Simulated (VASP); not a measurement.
# K (I4/mmm) in VASP: further runs, part 2 of 3

VASP 6.6.1.

### 3 Single point, PBEsol (strain -0.050 along x and y, +0.050 along z)

INCAR

```
PREC = Accurate
ENCUT = 520
EDIFF = 1E-7
ISMEAR = 0
SIGMA = 0.15
LREAL = False
LASPH = True
NELM = 80
ALGO = Fast
ISIF = 2
LWAVE = False
LCHARG = False
GGA = PS
NBANDS = 10
```

KPOINTS

```
Automatic mesh
0
Gamma
  14 14 14
```

POSCAR

```
K
1.0
   -2.4871000000      2.4871000000      2.7489000000
    2.4871000000     -2.4871000000      2.7489000000
    2.4871000000      2.4871000000     -2.7489000000
K
1
Direct
    0.0000000000      0.0000000000      0.0000000000
```

Potentials or basis: VASP PAW PBE potentials, release 64 (K_sv).

On the command line:

```sh
$ cat potpaw_PBE.64/K_sv/POTCAR > POTCAR
$ mpirun -np 1 vasp_std > vasp.out
```

OUTCAR:

```text
PREC = Accurate
   ENCUT = 520
   EDIFF = 1E-7
   ISMEAR = 0
   LREAL = False
   LASPH = True
   NELM = 80
   ISIF = 2
   GGA = PS

 ion  position               nearest neighbor table
   1  0.000  0.000  0.000-

  LATTYP: Found a body centered tetragonal cell.
 ALAT       =     4.9742000000
 C/A-ratio  =     1.1052631579

  Lattice vectors:

 A1 = (  -2.4871000000,   2.4871000000,   2.7489000000)
 A2 = (   2.4871000000,  -2.4871000000,   2.7489000000)
 A3 = (   2.4871000000,   2.4871000000,  -2.7489000000)

Analysis of symmetry for initial positions (statically):
=====================================================================
 Subroutine PRICEL returns:
 Original cell was already a primitive cell.

 Routine SETGRP: Setting up the symmetry group for a
 body centered tetragonal supercell.

 Subroutine GETGRP returns: Found 16 space group operations
 (whereof 16 operations were pure point group operations)
 out of a pool of 16 trial point group operations.

The static configuration has the point symmetry D_4h.

Analysis of symmetry for dynamics (positions and initial velocities):
=====================================================================
 Subroutine PRICEL returns:
 Original cell was already a primitive cell.

 Routine SETGRP: Setting up the symmetry group for a
 body centered tetragonal supercell.

 Subroutine GETGRP returns: Found 16 space group operations
 (whereof 16 operations were pure point group operations)
 out of a pool of 16 trial point group operations.

The dynamic configuration has the point symmetry D_4h.

 Subroutine INISYM returns: Found 16 space group operations
 (whereof 16 operations are pure point group operations),
 and found     1 'primitive' translations

----------------------------------------------------------------------------------------

                                     Primitive cell

[... 112 lines left out ...]
   LORBIT       =      0    0 simple, 1 ext, 2 COOP (PROOUT), +10 PAW based schemes
   GGA     = PS    functional components
   LHFCALC =     F    Hartree Fock is set to
   AEXX    =    0.0000 exact exchange contribution
   IVDW    =     0    specifies the selected vdW correction
   LEPSILON=     F    determine dielectric tensor
   LRPA    =     F    only Hartree local field effects (RPA)
 non-spin polarized calculation
 RMM-DIIS sequential band-by-band and
 Gauss-broadening in eV      SIGMA  =   0.15
  energy-cutoff  :      520.00
  volume of cell :       68.02
 maximum number of plane-waves:      1851
 NGX is ok and might be reduce to    36
   NGX = 17   NGY = 17   NGZ = 17

 number of electron       8.9999999 magnetization

 Free energy of the ion-electron system (eV)
  ---------------------------------------------------
  ext. energy  EPLUGINS =         0.00000000
  ---------------------------------------------------
  free energy    TOTEN  =        -1.13551189 eV

  energy without entropy =       -1.12684467  energy(sigma->0) =       -1.13117828

 E-fermi :   0.0057     XC(G=0):  -5.8949

 val. band max:       -0.0183029678   @ k =   0.3571   0.0714   0.0714
 cond. band min:       0.0173036784   @ k =  -0.2857  -0.2857   0.0714
 fundamental gap:      0.0356066462
 Fermi energy:         0.0056865386

 k-point     1 :       0.0000    0.0000    0.0000
  band No.  band energies     occupation
      1     -31.9398      2.00000
      2     -15.4436      2.00000
      3     -15.4436      2.00000
      4     -15.4428      2.00000
      5      -2.2659      2.00000
      6       4.2449      0.00000
      7       4.2449      0.00000
      8       4.7305      0.00000
      9       5.0040      0.00000
     10       5.6569      0.00000
[... 287 lines left out ...]
 k-point    24 :       0.2857    0.1429    0.0000
  band No.  band energies     occupation
      1     -31.9346      2.00000
      2     -15.5147      2.00000
      3     -15.4702      2.00000
      4     -15.4474      2.00000
      5      -0.6065      2.00000
      6       2.0390      0.00000
      7       3.1471      0.00000
      8       4.8907      0.00000
      9       5.3949      0.00000
     10       5.9104      0.00000

 [... further k-points ...]

------------------------ aborting loop because EDIFF is reached ----------------------------------------

  FORCE on cell =-STRESS in cart. coord.  units (eV):
  Direction    XX          YY          ZZ          XY          YZ          ZX
  --------------------------------------------------------------------------------------
  -------------------------------------------------------------------------------------
  Total        0.0725125      0.0725125      0.0628751      0.0000000      0.0000000      0.0000000
  in kB        1.7081182      1.7081182      1.4810974      0.0000000      0.0000000      0.0000000
  external PRESSURE =       1.6324446 kB  Pullay stress =       0.0000000 kB

 VOLUME and BASIS-vectors are now :
 -----------------------------------------------------------------------------
  energy-cutoff  :      520.00
  volume of cell :       68.02
      direct lattice vectors                 reciprocal lattice vectors
    -2.487100000  2.487100000  2.748900000     0.000000000  0.201037353  0.181890938
     2.487100000 -2.487100000  2.748900000     0.201037353  0.000000000  0.181890938
     2.487100000  2.487100000 -2.748900000     0.201037353  0.201037353  0.000000000

 POSITION                                       TOTAL-FORCE (eV/Angst)
 -----------------------------------------------------------------------------------
      0.00000      0.00000      0.00000         0.000000      0.000000     -0.000000
 -----------------------------------------------------------------------------------
    total drift:                               -0.000000      0.000000      0.000000

  FREE ENERGIE OF THE ION-ELECTRON SYSTEM (eV)
  ---------------------------------------------------
  free  energy   TOTEN  =        -1.1355118902 eV

  energy  without entropy=       -1.1268446690  energy(sigma->0) =       -1.13117828
```

Run time: 5.4 min. Hardware: 1 thread of Intel Xeon 8259CL, shared host; peak memory 0.32 GiB.

Results:

```
Free energy            : -1.1355 eV
Pressure               : 0.2 GPa
Band gap on the k mesh : zero (an odd number of electrons rules out a gap without spin polarisation)
```

Levels at points of the mesh, in eV from the Fermi level:
```csv
k point,band 1,band 2,band 3,band 4,band 5,band 6,band 7,band 8,band 9,band 10
"(0.00, 0.00, 0.00)",-31.95,-15.45,-15.45,-15.45,-2.27,4.24,4.24,4.72,5.00,5.65
"(0.50, 0.00, 0.00)",-31.94,-15.54,-15.48,-15.45,0.38,0.65,3.40,4.82,5.91,6.45
"(0.50, 0.50, 0.00)",-31.94,-15.54,-15.48,-15.46,0.57,0.92,2.83,5.33,5.82,6.20
"(0.50, 0.50, 0.50)",-31.93,-15.52,-15.51,-15.51,1.44,1.81,2.94,4.09,4.09,6.14
```

Caveat: the cell differs from its parent crystal (strain -0.050 along x and y, +0.050 along z); the PAW data sets were made with another functional, which shifts forces and pressure a little.

(Part 2 of 3 ends here.)

The gap in the log of VASP goes by the Fermi energy; the results here count the filled bands.